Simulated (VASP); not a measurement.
A run of VASP 6.6.1 is set up as follows.

INCAR

```
PREC = Accurate
ENCUT = 510
EDIFF = 1E-6
ISMEAR = 0
SIGMA = 0.1
LREAL = F
LASPH = T
NELM = 120
ALGO = Normal
ISIF = 2
LWAVE = F
LCHARG = T
GGA = PS
LELF = T
LVHAR = T
NBANDS = 38
GGA_COMPAT = F
```

File KPOINTS:

```
regular mesh
0
Gamma
  6 6 4
```

POSCAR

```
As
1.0
    1.8946056482     -5.4380063624      0.0000000000
    1.8946056482      5.4380063624      0.0000000000
    0.0000000000      0.0000000000      4.1819198143
As
4
Direct
    0.1120373319      0.8879626681      0.9471446724
    0.6120373319      0.3879626681      0.5528553276
    0.8879626681      0.1120373319      0.0528553276
    0.3879626681      0.6120373319      0.4471446724
```

Potentials or basis: VASP PAW PBE potentials, release 64 (As_d).

The run is started by

```sh
$ cat potpaw_PBE.64/As_d/POTCAR > POTCAR
$ mpirun -np 1 vasp_std > vasp.out
```

(1) Predict the largest force.

(2) Predict the pressure.

## Answers

(1) 0.058 eV/Å.

(2) 0.0 GPa.

Caveat: the PAW data sets were made with another functional, which shifts forces and pressure a little.
